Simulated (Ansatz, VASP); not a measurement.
**In2Sb: VASP beside Ansatz**

```
CELL_PARAMETERS angstrom
5.37990 0.00000 0.00000
-2.68995 4.65913 0.00000
0.00000 0.00000 6.72255
ATOMIC_POSITIONS crystal
In 0.66667 0.33333 0.25000
In 0.33333 0.66667 0.75000
In 0.00000 0.00000 0.50000
In 0.00000 0.00000 0.00000
Sb 0.66667 0.33333 0.75000
Sb 0.33333 0.66667 0.25000
```

Alike in both runs: task single point; functional PBEsol; k mesh 12 × 12 × 6; occupations gaussian, width 0.5 eV; no spin polarisation.

```csv
,VASP,Ansatz
version,VASP 6.6.1,Ansatz 0.2.0
potentials or method,"VASP PAW PBE potentials, release 64 (In_d, Sb), cutoff 520 eV","scalar-relativistic, plane waves, PAW"
valence electrons in the cell,62,82
```

|  | VASP | Ansatz | Ansatz less VASP |
| --- | --- | --- | --- |
| gap on the k mesh at the Fermi level (eV) | none | none | - |
| pressure (GPa) | -2.4 | -2.4 | 0.00 |
| traceless stress, the component that is largest in VASP (GPa) | -0.83 | -0.81 | +0.015 |

VASP's potentials were made for PBE, not for PBEsol. A gap of «none» marks a metal or a gap that the smearing closes. VASP's potentials hold 62 valence electrons a cell and Ansatz's 82, so a difference there can come from the potentials and not from the codes.

Neither program's run includes spin-orbit coupling.
